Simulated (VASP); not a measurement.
Set up this calculation in VASP 6.6.1, as the native input.

* Task: single point
* Functional: PBE
* Potentials or basis: VASP PAW PBE potentials, release 64 (Hf_pv, Te)
* Cutoff: 520 eV
* k mesh: 16 × 16 × 16
* Occupations: gaussian, width 0.1 eV
* Spin: no spin polarisation
* Dipole correction: no
* Further INCAR settings: ALGO = Normal; EDIFF = 1e-06; NBANDS = 26

The structure of Hf3Te lies in POSCAR:

```
Hf3Te
1.0
   -2.1791382488      2.1791382488      4.6558007017
    2.1791382488     -2.1791382488      4.6558007017
    2.1791382488      2.1791382488     -4.6558007017
Hf Te
3 1
Direct
    0.5000000000      0.5000000000      0.0000000000
    0.2500000000      0.7500000000      0.5000000000
    0.7500000000      0.2500000000      0.5000000000
    0.0000000000      0.0000000000      0.0000000000
```

One way to write it, as run:

INCAR

```
SYSTEM = Hf3Te
PREC = Accurate
ENCUT = 520
EDIFF = 1E-6
ISMEAR = 0
SIGMA = 0.1
LREAL = .False.
LASPH = .True.
NELM = 100
ALGO = Normal
ISIF = 2
LWAVE = .False.
LCHARG = .False.
GGA = PE
NBANDS = 26
```

KPOINTS

```
Automatic mesh
0
Gamma
  16 16 16
  0 0 0
```

Potentials or basis: VASP PAW PBE potentials, release 64 (Hf_pv, Te).

The run is started by

```bash
$ cat potpaw_PBE.64/Hf_pv/POTCAR potpaw_PBE.64/Te/POTCAR > POTCAR
$ mpirun -np 1 vasp_std > vasp.out
```

Results of the run:

* Pressure: -0.4 GPa
* Band gap on the k mesh: zero (bands 18 and 19 overlap by 1.59 eV)

Caveat: spin-orbit coupling is left out, which moves the levels of the heavy elements.

Run time: 12 min on 1 thread of Intel(R) Xeon(R) Platinum 8488C (Sapphire Rapids), on a shared host, peak memory 0.77 GiB.
